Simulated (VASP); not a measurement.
# SiC (P6_3mc) in VASP: further runs

SiC is run at these levels: r2SCAN, HSE06; tasks: single point.

Everything below comes from runs of VASP 6.6.1. Logs are shortened: lines on timing, memory, paths and dates and some standing lists are left out, and cuts for length are marked.

**1. The cell of the first run**

It takes space group P6_3mc (No. 186, hexagonal). Conventional cell: a = 3.078 Å, b = 3.078 Å, c = 9.976 Å, α = 90.00°, β = 90.00°, γ = 120.00°. Within 2.5 Å of Si (site symmetry 3m) lie 4 C at 1.87 to 1.88 Å. Si (site symmetry 3m) has 4 C at 1.88 Å within 2.5 Å. Within 2.5 Å of C (site symmetry 3m) lie 4 Si at 1.87 to 1.88 Å. C (site symmetry 3m) has 4 Si at 1.88 Å within 2.5 Å.

**2. Single point, r2SCAN (uniaxial z strain -1.0%)**

POSCAR reads:

```
SiC
1.0
    3.0775550330      0.0000000000      0.0000000000
   -1.5387775165      2.6652408402      0.0000000000
    0.0000000000      0.0000000000      9.9759555582
Si C
4 4
Direct
    0.0000000000      0.0000000000     -0.0004143790
    0.3333333333      0.6666666667      0.2496797263
    0.0000000000      0.0000000000      0.4995856210
    0.6666666667      0.3333333333      0.7496797263
    0.0000000000      0.0000000000      0.1875181277
    0.3333333333      0.6666666667      0.4382165250
    0.0000000000      0.0000000000      0.6875181277
    0.6666666667      0.3333333333      0.9382165250
```

INCAR.step1 reads:

```
SYSTEM = SiC
PREC = Accurate
ENCUT = 520
ISMEAR = 0
SIGMA = 0.01
LREAL = .False.
LASPH = .True.
NELM = 100
NBANDS = 26
GGA = PE
ALGO = Normal
EDIFF = 1E-4
LWAVE = .True.
LCHARG = .False.
```

INCAR.step2 reads:

```
SYSTEM = SiC
PREC = Accurate
ENCUT = 520
EDIFF = 1E-6
ISMEAR = 0
SIGMA = 0.01
LREAL = .False.
LASPH = .True.
NELM = 100
ALGO = Normal
ISIF = 2
LWAVE = .False.
LCHARG = .True.
METAGGA = R2SCAN
LMIXTAU = .True.
LELF = .True.
LVHAR = .True.
NBANDS = 26
ISTART = 1
```

KPOINTS reads:

```
Automatic mesh
0
Gamma
  12 12 4
  0 0 0
```

Potentials or basis: VASP PAW PBE potentials, release 64 (Si, C).

On the command line:

```sh
$ cat potpaw_PBE.64/Si/POTCAR potpaw_PBE.64/C/POTCAR > POTCAR
$ cp INCAR.step1 INCAR
$ mpirun -np 1 vasp_std > vasp.out
$ cp INCAR.step2 INCAR
$ mpirun -np 1 vasp_std > vasp.out
```

OUTCAR:

```text
SYSTEM = SiC
   PREC = Accurate
   ENCUT = 520
   EDIFF = 1E-6
   ISMEAR = 0
   LREAL = .False.
   LASPH = .True.
   NELM = 100
   ISIF = 2
   METAGGA = R2SCAN
   ISTART = 1

 ion  position               nearest neighbor table
   1  0.000  0.000  1.000-   5 1.87   8 1.88   8 1.88   8 1.88   4 3.06   4 3.06   4 3.06   2 3.06
                             2 3.06   2 3.06
   2  0.333  0.667  0.250-   6 1.88   5 1.88   5 1.88   5 1.88   3 3.06   3 3.06   3 3.06   1 3.06
                             1 3.06   1 3.06
   3  0.000  0.000  0.500-   7 1.87   6 1.88   6 1.88   6 1.88   2 3.06   2 3.06   2 3.06   4 3.06
                             4 3.06   4 3.06
   4  0.667  0.333  0.750-   8 1.88   7 1.88   7 1.88   7 1.88   1 3.06   1 3.06   1 3.06   3 3.06
                             3 3.06   3 3.06
   5  0.000  0.000  0.188-   1 1.87   2 1.88   2 1.88   2 1.88
   6  0.333  0.667  0.438-   3 1.88   3 1.88   3 1.88   2 1.88
   7  0.000  0.000  0.688-   3 1.87   4 1.88   4 1.88   4 1.88
   8  0.667  0.333  0.938-   1 1.88   1 1.88   1 1.88   4 1.88

  LATTYP: Found a hexagonal cell.
 ALAT       =     3.0775550330
 C/A-ratio  =     3.2415197945

  Lattice vectors:

 A1 = (   3.0775550330,   0.0000000000,   0.0000000000)
 A2 = (  -1.5387775165,   2.6652408402,   0.0000000000)
 A3 = (   0.0000000000,   0.0000000000,   9.9759555582)

Analysis of symmetry for initial positions (statically):
=====================================================================
 Subroutine PRICEL returns:
 Original cell was already a primitive cell.

 Routine SETGRP: Setting up the symmetry group for a
 hexagonal supercell.

 Subroutine GETGRP returns: Found 12 space group operations
 (whereof  6 operations were pure point group operations)
 out of a pool of 24 trial point group operations.

The static configuration has the point symmetry C_3v.
 The point group associated with its full space group is C_6v.

Analysis of symmetry for dynamics (positions and initial velocities):
=====================================================================
 Subroutine PRICEL returns:
 Original cell was already a primitive cell.

 Routine SETGRP: Setting up the symmetry group for a
 hexagonal supercell.

 Subroutine GETGRP returns: Found 12 space group operations
 (whereof  6 operations were pure point group operations)
 out of a pool of 24 trial point group operations.

The dynamic configuration has the point symmetry C_3v.
 The point group associated with its full space group is C_6v.

 Subroutine INISYM returns: Found 12 space group operations
[... 115 lines left out ...]
   ISIF   =      2    stress and relaxation
   ISYM   =      2    0-nonsym 1-usesym 2-fastsym
   POTIM  = 0.5000    time-step for ionic-motion
   TEBEG  =    0.0;   TEEND  =   0.0 temperature during run
   PSTRESS=    0.0 pullay stress
   NELECT =      32.0000    total number of electrons
   NUPDOWN=      -1.0000    fix difference up-down
   EMIN   =  10.00;   EMAX   =-10.00  energy-range for DOS
   EFERMI =   0.00;   METHOD = LEGACY
   ISMEAR =     0;   SIGMA  =   0.01  broadening in eV -4-tet -1-fermi 0-gaus
   EFERMI_NEDOS =   21; number of points for ismear=-14 and -15
   IALGO  =     38    algorithm
   IMIX   =      4    mixing-type and parameters
     AMIX     =   0.40;   BMIX     =  1.00
     AMIX_MAG =   1.60;   BMIX_MAG =  1.00
  volume/ion in A,a.u.               =      10.23        69.02
  Fermi-wavevector in a.u.,A,eV,Ry     =   1.197179  2.262341 19.500393  1.433238
  Thomas-Fermi vector in A             =   2.333101
   LORBIT       =      0    0 simple, 1 ext, 2 COOP (PROOUT), +10 PAW based schemes
   METAGGA = R2SCAN    functional components
   LHFCALC =     F    Hartree Fock is set to
   AEXX    =    0.0000 exact exchange contribution
   IVDW    =     0    specifies the selected vdW correction
   LEPSILON=     F    determine dielectric tensor
   LRPA    =     F    only Hartree local field effects (RPA)
 non-spin polarized calculation
 Gauss-broadening in eV      SIGMA  =   0.01
  energy-cutoff  :      520.00
  volume of cell :       81.83
 maximum number of plane-waves:      2240
 NGX is ok and might be reduce to    24
   NGX = 11   NGY = 11   NGZ = 37

 number of electron      32.0000001 magnetization

 Free energy of the ion-electron system (eV)
  ---------------------------------------------------
  ext. energy  EPLUGINS =         0.00000000
  ---------------------------------------------------
  free energy    TOTEN  =       -77.29357587 eV

  energy without entropy =      -77.29357587  energy(sigma->0) =      -77.29357587

 E-fermi :   8.2910     XC(G=0): -11.9819

 val. band max:        8.1990700823   @ k =   0.0000   0.0000   0.0000
 cond. band min:      10.8284109422   @ k =   0.5000  -0.0000   0.0000
 fundamental gap:      2.6293408599
 Fermi energy:         8.2909807437

 k-point     1 :       0.0000    0.0000    0.0000
  band No.  band energies     occupation
      1      -8.1706      2.00000
      2      -6.9241      2.00000
      3      -6.8824      2.00000
      4      -4.4274      2.00000
      5      -0.7448      2.00000
      6       3.6861      2.00000
[... 685 lines left out ...]
     25      17.6212      0.00000
     26      18.1547      0.00000

 [... further k-points ...]

------------------------ aborting loop because EDIFF is reached ----------------------------------------

  FORCE on cell =-STRESS in cart. coord.  units (eV):
  Direction    XX          YY          ZZ          XY          YZ          ZX
  --------------------------------------------------------------------------------------
  -------------------------------------------------------------------------------------
  Total        0.1763682      0.1763682      2.9113749      0.0000000      0.0000000      0.0000000
  in kB        3.4532982      3.4532982     57.0048647      0.0000000      0.0000000      0.0000000
  external PRESSURE =      21.3038204 kB  Pullay stress =       0.0000000 kB

 VOLUME and BASIS-vectors are now :
 -----------------------------------------------------------------------------
  energy-cutoff  :      520.00
  volume of cell :       81.83
      direct lattice vectors                 reciprocal lattice vectors
     3.077555033  0.000000000  0.000000000     0.324933263  0.187600307  0.000000000
    -1.538777516  2.665240840  0.000000000     0.000000000  0.375200614  0.000000000
     0.000000000  0.000000000  9.975955558     0.000000000  0.000000000  0.100241024

 POSITION                                       TOTAL-FORCE (eV/Angst)
 -----------------------------------------------------------------------------------
      0.00000      0.00000      9.97182         0.000000     -0.000000     -0.001520
     -0.00000      1.77683      2.49079        -0.000000     -0.000000      0.002955
      0.00000      0.00000      4.98384        -0.000000      0.000000     -0.001520
      1.53878      0.88841      7.47877         0.000000     -0.000000      0.002955
      0.00000      0.00000      1.87067        -0.000000      0.000000      0.000247
     -0.00000      1.77683      4.37163        -0.000000      0.000000     -0.001682
      0.00000      0.00000      6.85865         0.000000     -0.000000      0.000247
      1.53878      0.88841      9.35961         0.000000     -0.000000     -0.001682
 -----------------------------------------------------------------------------------
    total drift:                               -0.000000     -0.000000      0.000793

  FREE ENERGIE OF THE ION-ELECTRON SYSTEM (eV)
  ---------------------------------------------------
  free  energy   TOTEN  =       -77.2935758724 eV

  energy  without entropy=      -77.2935758724  energy(sigma->0) =      -77.29357587
```

OUTCAR.step1:

```text
SYSTEM = SiC
   PREC = Accurate
   ENCUT = 520
   ISMEAR = 0
   LREAL = .False.
   LASPH = .True.
   NELM = 100
[... 947 lines left out ...]
     -0.00000      1.77683      4.37163        -0.000000      0.000000      0.005827
      0.00000      0.00000      6.85865        -0.000000     -0.000000      0.015609
      1.53878      0.88841      9.35961         0.000000     -0.000000      0.005827
 -----------------------------------------------------------------------------------
    total drift:                               -0.000000     -0.000000     -0.001049

  FREE ENERGIE OF THE ION-ELECTRON SYSTEM (eV)
  ---------------------------------------------------
  free  energy   TOTEN  =       -60.2025678064 eV

  energy  without entropy=      -60.2025678064  energy(sigma->0) =      -60.20256781
```

It took 3.3 min on 1 thread of Intel Xeon 6975P-C (Granite Rapids), shared host; peak memory 0.26 GiB.

What came out:

- Free energy: -77.2936 eV
- Pressure: 2.1 GPa
- Band gap on the k mesh: 2.63 eV (least direct gap 3.83 eV)

Forces on the atoms (eV/Å):
```
Si   0.000  0.000 -0.002
Si   0.000  0.000  0.003
Si   0.000  0.000 -0.002
Si   0.000  0.000  0.003
C    0.000  0.000  0.000
C    0.000  0.000 -0.002
C    0.000  0.000  0.000
C    0.000  0.000 -0.002
```

Stress tensor (GPa, compression positive):
```
0.35 0.00 0.00
0.00 0.35 0.00
0.00 0.00 5.70
```

Caveat: the cell differs from its parent crystal (uniaxial z strain -1.0%); the PAW data sets were made with another functional, which shifts forces and pressure a little.

(Continued in part 2 of 3.)
